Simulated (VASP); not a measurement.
Input of a VASP 6.6.1 run:

INCAR

```
PREC = Accurate ; ENCUT = 520
EDIFF = 1E-7 ; ISMEAR = -1
SIGMA = 0.05 ; LREAL = Auto
LASPH = True ; NELM = 150
ALGO = Normal ; ISIF = 2
LWAVE = False ; LCHARG = True
ISPIN = 2 ; MAGMOM = 0 0 0 0 0 0 0 2 0 0 0 0 0 0 0 0
LORBIT = 11 ; LMAXMIX = 4
GGA = RE ; LELF = True
LVHAR = True ; NELECT = 142.0
ISYM = 0 ; NBANDS = 90
```

File KPOINTS:

```
Automatic mesh
0
Gamma
  1 1 1
  0.25 0.25 0.25
```

File POSCAR:

```
TiGa7Sb8
1.0
    0.0000000000      6.1133940000      6.1133940000
    6.1133940000      0.0000000000      6.1133940000
    6.1133940000      6.1133940000      0.0000000000
Ga Ti Sb
7 1 8
Direct
    0.9995560000      0.9999070000      0.0027830000
    0.0021730000      0.9939290000      0.4987460000
    0.5014600000      0.4985470000      0.0006830000
    0.9945650000      0.5042460000      0.0012470000
    0.4986840000      0.0019850000      0.5026080000
    0.4966070000      0.0009870000      0.9998870000
    0.9984090000      0.4972930000      0.5047190000
    0.4954500000      0.5030410000      0.4980050000
    0.1238870000      0.1197950000      0.1282710000
    0.6244320000      0.6254240000      0.6265810000
    0.1269870000      0.1243570000      0.6238510000
    0.6272420000      0.6231340000      0.1241190000
    0.1232510000      0.6227250000      0.1306180000
    0.6292240000      0.1224210000      0.6260590000
    0.6244120000      0.1228650000      0.1274980000
    0.1249180000      0.6298430000      0.6267330000
```

Potentials or basis: VASP PAW PBE potentials, release 64 (Ga_d, Ti_sv, Sb).

Command:

```console
$ cat potpaw_PBE.64/Ga_d/POTCAR potpaw_PBE.64/Ti_sv/POTCAR potpaw_PBE.64/Sb/POTCAR > POTCAR
$ mpirun -np 1 vasp_std > vasp.out
```

**Question.** What does it give for the net moment?

**Answer.** 0.00 μB per cell.

**Question.** Predict the largest force.

**Answer.** 0.779 eV/Å.

Forces in eV/Å, atoms in the order of the input:
```
Ga  -0.270 -0.142 -0.133
Ga   0.431 -0.027  0.600
Ga   0.024 -0.063 -0.470
Ga  -0.242  0.739  0.026
Ga  -0.115 -0.227  0.054
Ga   0.258  0.187  0.043
Ga  -0.207  0.043  0.149
Ti  -0.128  0.527  0.112
Sb   0.115 -0.364  0.284
Sb  -0.089 -0.168 -0.104
Sb   0.175  0.097 -0.399
Sb   0.196 -0.262 -0.047
Sb   0.027 -0.164  0.229
Sb   0.176 -0.215  0.068
Sb  -0.118  0.023  0.117
Sb  -0.232  0.017 -0.528
```

Caveat: the cell carries a net charge on a neutralising background, which shifts energy and pressure; the PAW data sets were made with another functional, which shifts forces and pressure a little.
